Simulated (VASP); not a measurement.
# SnTe (Pm-3m) in VASP: notebook

Aim: see how the results for SnTe move with the level of theory and the settings. Levels: PBEsol-based global hybrid with 25 % exact exchange, PBEsol-based screened hybrid with 25 % exact exchange. Tasks: relaxation of cell and atoms, single point.

Program: VASP 6.6.1. These are calculated values, not measurements. Logs are shortened: lines on timing, memory, paths and dates and some standing lists are left out, and cuts for length are marked.

## (1) The cell of the first run

Symmetry: Pm-3m, No. 221, cubic system. Conventional cell: a = 3.905 Å, b = 3.905 Å, c = 3.905 Å, α = 90.00°, β = 90.00°, γ = 90.00°. Within 4.4 Å of Te (site symmetry m-3m) lie 8 Sn at 3.38 Å and 6 Te at 3.90 Å. Within 4.4 Å of Sn (site symmetry m-3m) lie 8 Te at 3.38 Å and 6 Sn at 3.90 Å.

## (2) Relaxation of cell and atoms, PBEsol-based global hybrid with 25 % exact exchange

Contents of POSCAR:

```
SnTe
1.0
    3.9047000000      0.0000000000      0.0000000000
    0.0000000000      3.9047000000      0.0000000000
    0.0000000000      0.0000000000      3.9047000000
Te Sn
1 1
Direct
    0.5000000000      0.5000000000      0.5000000000
    0.0000000000      0.0000000000      0.0000000000
```

Contents of INCAR.step1:

```
PREC = Accurate
ENCUT = 600
EDIFF = 1E-5
ISMEAR = -1
SIGMA = 0.05
LREAL = F
LASPH = T
NELM = 100
ALGO = Normal
LWAVE = T
LCHARG = F
GGA = PE
NBANDS = 17
```

Contents of INCAR.step2:

```
PREC = Accurate
ENCUT = 600
EDIFF = 1E-6
ISMEAR = -1
SIGMA = 0.05
LREAL = F
LASPH = T
NELM = 100
ALGO = Normal
ISIF = 3
LWAVE = F
LCHARG = F
GGA = PS
LHFCALC = T
AEXX = 0.25
PRECFOCK = Normal
IBRION = 2
NSW = 60
EDIFFG = -0.01
ISTART = 1
```

Contents of KPOINTS:

```
regular mesh
0
Gamma
  4 4 4
```

Potentials or basis: VASP PAW PBE potentials, release 64 (Te, Sn_d).

Command:

```sh
$ cat potpaw_PBE.64/Te/POTCAR potpaw_PBE.64/Sn_d/POTCAR > POTCAR
$ cp INCAR.step1 INCAR
$ mpirun -np 1 vasp_std > vasp.out
$ cp INCAR.step2 INCAR
$ mpirun -np 1 vasp_std > vasp.out
```

OUTCAR:

```text
PREC = Accurate
   ENCUT = 600
   EDIFF = 1E-6
   ISMEAR = -1
   LREAL = F
   LASPH = T
   NELM = 100
   ISIF = 3
   GGA = PS
   LHFCALC = T
   AEXX = 0.25
   PRECFOCK = Normal
   IBRION = 2
   NSW = 60
   EDIFFG = -0.01
   ISTART = 1

 ion  position               nearest neighbor table
   1  0.500  0.500  0.500-   2 3.38   2 3.38   2 3.38   2 3.38   2 3.38   2 3.38   2 3.38   2 3.38

   2  0.000  0.000  0.000-   1 3.38   1 3.38   1 3.38   1 3.38   1 3.38   1 3.38   1 3.38   1 3.38

  LATTYP: Found a simple cubic cell.
 ALAT       =     3.9047000000

  Lattice vectors:

 A1 = (   3.9047000000,   0.0000000000,   0.0000000000)
 A2 = (   0.0000000000,   3.9047000000,   0.0000000000)
 A3 = (   0.0000000000,   0.0000000000,   3.9047000000)

Analysis of symmetry for initial positions (statically):
=====================================================================
 Subroutine PRICEL returns:
 Original cell was already a primitive cell.

 Routine SETGRP: Setting up the symmetry group for a
 simple cubic supercell.

 Subroutine GETGRP returns: Found 48 space group operations
 (whereof 48 operations were pure point group operations)
 out of a pool of 48 trial point group operations.

The static configuration has the point symmetry O_h .

Analysis of symmetry for dynamics (positions and initial velocities):
=====================================================================
 Subroutine PRICEL returns:
 Original cell was already a primitive cell.

 Routine SETGRP: Setting up the symmetry group for a
 simple cubic supercell.

 Subroutine GETGRP returns: Found 48 space group operations
 (whereof 48 operations were pure point group operations)
 out of a pool of 48 trial point group operations.

The dynamic configuration has the point symmetry O_h .

 Subroutine INISYM returns: Found 48 space group operations
 (whereof 48 operations are pure point group operations),
 and found     1 'primitive' translations

----------------------------------------------------------------------------------------

                                     Primitive cell

  volume of cell :      59.5337

  direct lattice vectors                    reciprocal lattice vectors
     3.904700000  0.000000000  0.000000000     0.256101621  0.000000000  0.000000000
     0.000000000  3.904700000  0.000000000     0.000000000  0.256101621  0.000000000
     0.000000000  0.000000000  3.904700000     0.000000000  0.000000000  0.256101621

  length of vectors
     3.904700000  3.904700000  3.904700000     0.256101621  0.256101621  0.256101621

  position of ions in fractional coordinates (direct lattice)
     0.500000000  0.500000000  0.500000000
     0.000000000  0.000000000  0.000000000

  ion indices of the primitive-cell ions
   primitive index   ion index
                 1           1
                 2           2

----------------------------------------------------------------------------------------

 KPOINTS: regular mesh

Automatic generation of k-mesh.
 Grid dimensions read from file:
 generate k-points for:    4    4    4

 Generating k-lattice:

  Cartesian coordinates                     Fractional coordinates (reciprocal lattice)
     0.064025405  0.000000000  0.000000000     0.250000000  0.000000000  0.000000000
     0.000000000  0.064025405  0.000000000     0.000000000  0.250000000  0.000000000
     0.000000000  0.000000000  0.064025405     0.000000000  0.000000000  0.250000000

  Length of vectors
     0.064025405  0.064025405  0.064025405

  Shift w.r.t. Gamma in fractional coordinates (k-lattice)
     0.000000000  0.000000000  0.000000000

 Subroutine IBZKPT returns following result:
 ===========================================

 Found     10 irreducible k-points:

 Following reciprocal coordinates:
            Coordinates               Weight
  0.000000  0.000000  0.000000      1.000000
  0.250000  0.000000  0.000000      6.000000
  0.500000  0.000000  0.000000      3.000000
  0.250000  0.250000  0.000000     12.000000
  0.500000  0.250000  0.000000     12.000000
  0.500000  0.500000  0.000000      3.000000
  0.250000  0.250000  0.250000      8.000000
  0.500000  0.250000  0.250000     12.000000
  0.500000  0.500000  0.250000      6.000000
  0.500000  0.500000  0.500000      1.000000
   k-points           NKPTS =     10   k-points in BZ     NKDIM =     64   number of bands    NBANDS=     14
   number of dos      NEDOS =    301   number of ions     NIONS =      2
   total plane-waves  NPLWV =  32768
   dimension x,y,z NGX =    32 NGY =   32 NGZ =   32
   dimension x,y,z NGXF=    64 NGYF=   64 NGZF=   64
   ions per type =               1   1
   NGX,Y,Z   is equivalent  to a cutoff of  13.62, 13.62, 13.62 a.u.
   NGXF,Y,Z  is equivalent  to a cutoff of  27.25, 27.25, 27.25 a.u.
 SYSTEM =  unknown system
   PREC   = accura    normal or accurate (medium, high low for compatibility)
   ISTART =      1    job   : 0-new  1-cont  2-samecut
   ICHARG =      0    charge: 1-file 2-atom 10-const
   ISPIN  =      1    spin polarized calculation?
   LNONCOLLINEAR =      F non collinear calculations
   LSORBIT =      F    spin-orbit coupling
   LASPH  =      T    aspherical Exc in radial PAW
   ENCUT  =  600.0 eV  44.10 Ry    6.64 a.u.   7.80  7.80  7.80*2*pi/ulx,y,z
   NELM   =    100;   NELMIN=  2; NELMDL=  0     # of ELM steps
   EDIFF  = 0.1E-05   stopping-criterion for ELM
   LREAL  =      F    real-space projection
   EDIFFG = -.1E-01   stopping-criterion for IOM
   NSW    =     60    number of steps for IOM
   IBRION =      2    ionic relax: 0-MD 1-quasi-New 2-CG
   NFREE  =      1    steps in history (QN), initial steepest desc. (CG)
   ISIF   =      3    stress and relaxation
   ISYM   =      3    0-nonsym 1-usesym 2-fastsym
   POTIM  = 0.5000    time-step for ionic-motion
   TEBEG  =    0.0;   TEEND  =   0.0 temperature during run
   PSTRESS=    0.0 pullay stress
   NELECT =      20.0000    total number of electrons
   NUPDOWN=      -1.0000    fix difference up-down
   EMIN   =  10.00;   EMAX   =-10.00  energy-range for DOS
   EFERMI =   0.00;   METHOD = LEGACY
   ISMEAR =    -1;   SIGMA  =   0.05  broadening in eV -4-tet -1-fermi 0-gaus
   EFERMI_NEDOS =   21; number of points for ismear=-14 and -15
   IALGO  =     38    algorithm
   IMIX   =      1    mixing-type and parameters
     AMIX     =   0.40;   BMIX     =  1.00
     AMIX_MAG =   1.60;   BMIX_MAG =  1.00
  volume/ion in A,a.u.               =      29.77       200.88
  Fermi-wavevector in a.u.,A,eV,Ry     =   1.138057  2.150615 17.621893  1.295173
  Thomas-Fermi vector in A             =   2.274761
   LORBIT       =      0    0 simple, 1 ext, 2 COOP (PROOUT), +10 PAW based schemes
   GGA     = PS    functional components
   LHFCALC =     T    Hartree Fock is set to
   PRECFOCK=normal    Normal, Fast or Accurate (Low or Medium for compatibility)
   ENCUT4O =  -1.0   cutoff for four orbital integrals eV
   NKREDX  =     1    reduce k-point grid by
   NKREDY  =     1    reduce k-point grid by
   NKREDZ  =     1    reduce k-point grid by
   AEXX    =    0.2500 exact exchange contribution
   HFSCREEN=    0.0000 screening length (either q_TF or 0.3 A-1)
   HFSCREENC=   0.0000 screening length for correlation (either q_TF or 0.3 A-1)
   ENCUTFOCK=  -1.0 apply spherical cutoff to Coloumb kernel
   IVDW    =     0    specifies the selected vdW correction
   LEPSILON=     F    determine dielectric tensor
   LRPA    =     F    only Hartree local field effects (RPA)
 conjugate gradient relaxation of ions
 non-spin polarized calculation
  energy-cutoff  :      600.00
  volume of cell :       59.53
 maximum number of plane-waves:      2008
 NGX is ok and might be reduce to    32
  NGX = 24; NGY = 24; NGZ = 24

--------------------------------------- Ionic step        1  -------------------------------------------

 number of electron      19.9999995 magnetization

 Free energy of the ion-electron system (eV)
  ---------------------------------------------------
  ext. energy  EPLUGINS =         0.00000000
  ---------------------------------------------------
  free energy    TOTEN  =        -9.83085665 eV

  energy without entropy =       -9.82010521  energy(sigma->0) =       -9.82548093

------------------------ aborting loop because EDIFF is reached ----------------------------------------

  FORCE on cell =-STRESS in cart. coord.  units (eV):
  Direction    XX          YY          ZZ          XY          YZ          ZX
  --------------------------------------------------------------------------------------
  -------------------------------------------------------------------------------------
  Total       -0.9906771     -0.9906771     -0.9906771      0.0000000     -0.0000000      0.0000000
  in kB      -26.6611997    -26.6611997    -26.6611997      0.0000000     -0.0000000      0.0000000
  external PRESSURE =     -26.6611997 kB  Pullay stress =       0.0000000 kB
[... 129 lines left out ...]
  energy  without entropy=       -9.8511153313  energy(sigma->0) =       -9.85642726

--------------------------------------- Ionic step        5  -------------------------------------------

 number of electron      20.0000005 magnetization

 Free energy of the ion-electron system (eV)
  ---------------------------------------------------
  ext. energy  EPLUGINS =         0.00000000
  ---------------------------------------------------
  free energy    TOTEN  =        -9.86174296 eV

  energy without entropy =       -9.85112636  energy(sigma->0) =       -9.85643466

 E-fermi :   7.8706     XC(G=0):  -8.2366

 val. band max:        7.4738074149   @ k =   0.5000   0.2500   0.2500
 cond. band min:       7.9254343887   @ k =   0.5000   0.2500   0.0000
 fundamental gap:      0.4516269738
 Fermi energy:         7.8706049571

 k-point     1 :       0.0000    0.0000    0.0000
  band No.  band energies     occupation
      1     -16.1578      2.00000
      2     -16.1578      2.00000
      3     -16.1104      2.00000
      4     -16.1104      2.00000
      5     -16.1104      2.00000
      6      -6.9867      2.00000
      7       2.1111      2.00000
      8       5.1975      2.00000
      9       5.1976      2.00000
     10       5.1976      2.00000
     11      12.0503      0.00000
     12      12.0503      0.00000
     13      15.1216      0.00000
     14      15.1216      0.00000
[... 180 lines left out ...]
  FREE ENERGIE OF THE ION-ELECTRON SYSTEM (eV)
  ---------------------------------------------------
  free  energy   TOTEN  =        -9.8617429558 eV

  energy  without entropy=       -9.8511263612  energy(sigma->0) =       -9.85643466

 reached required accuracy - stopping structural energy minimisation
```

It took 49 min on 1 thread of AMD EPYC 7R13 (Zen 3), shared host; peak memory 0.18 GiB.

Results:

```yaml
Free_energy: -9.8617 eV
Relaxed_volume: 27.11 Å³/atom
Relaxed_cell: a = 3.785 Å, b = 3.785 Å, c = 3.785 Å, α = 90.00°, β = 90.00°, γ = 90.00°
Space_group_after_relaxing_to_0.1_Å: Pm-3m (No. 221)
Energy_gained_by_relaxing: 15.4 meV/atom
Ionic_steps: 5
Pressure_after_relaxing: 0.1 GPa
Band_gap_on_the_k_mesh: zero (bands 10 and 11 overlap by 2.63 eV)
```

Step by step:
| step | energy change (eV) | largest force (eV/Å) | pressure (GPa) | volume (Å³) |
| --- | --- | --- | --- | --- |
| 1 | 0.0000 | 0.0000 | -2.67 | 59.53 |
| 2 | -0.0267 | 0.0000 | -1.19 | 55.37 |
| 3 | -0.0196 | 0.0000 | 2.17 | 52.53 |
| 4 | -0.0309 | 0.0000 | -0.07 | 54.32 |
| 5 | -0.0309 | 0.0000 | 0.06 | 54.22 |

Final structure:
```
Te Sn
1.0
     3.78479    0.00000    0.00000
     0.00000    3.78479    0.00000
     0.00000    0.00000    3.78479
Te Sn
1 1
Cartesian
  1.8924 1.8924 1.8924
  0.0000 0.0000 0.0000
```

Caveat: the k points lie up to 0.42 Å⁻¹ apart in the final cell, too coarse for converged energies and pressures of a metal; the PAW data sets were made with another functional, which shifts forces and pressure a little; spin-orbit coupling is left out, which moves the levels of the heavy elements.

## (3) Single point, PBEsol-based screened hybrid with 25 % exact exchange

This run uses another cell than the first one, of 27.77 Å³/atom.

Contents of POSCAR:

```
SnTe
1.0
    3.8151743162      0.0000000000      0.0000000000
    0.0000000000      3.8151743162      0.0000000000
    0.0000000000      0.0000000000      3.8151743162
Te Sn
1 1
Direct
    0.5000000000      0.5000000000      0.5000000000
    0.0000000000      0.0000000000      0.0000000000
```

Contents of INCAR.step1:

```
SYSTEM = SnTe
ALGO = Normal
EDIFF = 1E-5
ENCUT = 520
GGA = PE
ISIF = 2
ISMEAR = -1
LASPH = .TRUE.
LCHARG = .FALSE.
LREAL = .FALSE.
LWAVE = .TRUE.
NBANDS = 17
NELM = 60
PREC = Accurate
SIGMA = 0.05
```

Contents of INCAR.step2:

```
SYSTEM = SnTe
AEXX = 0.25
ALGO = Normal
EDIFF = 1E-6
ENCUT = 520
GGA = PS
HFSCREEN = 0.207
ISIF = 2
ISMEAR = -1
ISTART = 1
LASPH = .TRUE.
LCHARG = .FALSE.
LHFCALC = .TRUE.
LREAL = .FALSE.
LWAVE = .FALSE.
NBANDS = 17
NELM = 60
PREC = Accurate
PRECFOCK = Normal
SIGMA = 0.05
```

Contents of KPOINTS:

```
k-points
0
G
  4 4 4
  0 0 0
```

Potentials or basis: VASP PAW PBE potentials, release 64 (Te, Sn_d).

Command:

```sh
$ cat potpaw_PBE.64/Te/POTCAR potpaw_PBE.64/Sn_d/POTCAR > POTCAR
$ cp INCAR.step1 INCAR
$ mpirun -np 1 vasp_std > vasp.out
$ cp INCAR.step2 INCAR
$ mpirun -np 1 vasp_std > vasp.out
```

Wall time 27 min (1 thread of AMD EPYC 7R43 (Zen 3), shared host); peak memory 0.24 GiB.

Results (log left out):

| Property | Result |
| --- | --- |
| Free energy | -8.8554 eV |
| Pressure | -0.2 GPa |
| Band gap on the k mesh | zero (bands 10 and 11 overlap by 1.89 eV) |

Levels at points of the mesh, in eV from the Fermi level:
```csv
k point,band 8,band 9,band 10,band 11,band 12,band 13
"(0.00, 0.00, 0.00)",-2.17,-2.17,-2.17,3.92,3.92,6.67
"(0.50, 0.00, 0.00)",-0.35,-0.35,0.41,0.59,2.67,2.67
"(0.50, 0.50, 0.00)",-5.81,-5.81,0.40,4.23,4.71,4.71
"(0.50, 0.50, 0.50)",-3.51,-3.51,-3.51,-1.48,-1.48,-1.48
```

Caveat: the k points lie up to 0.41 Å⁻¹ apart, too coarse for converged energies and pressures of a metal; the PAW data sets were made with another functional, which shifts forces and pressure a little; spin-orbit coupling is left out, which moves the levels of the heavy elements.

The gap in the log of VASP goes by the Fermi energy; the results here count the filled bands.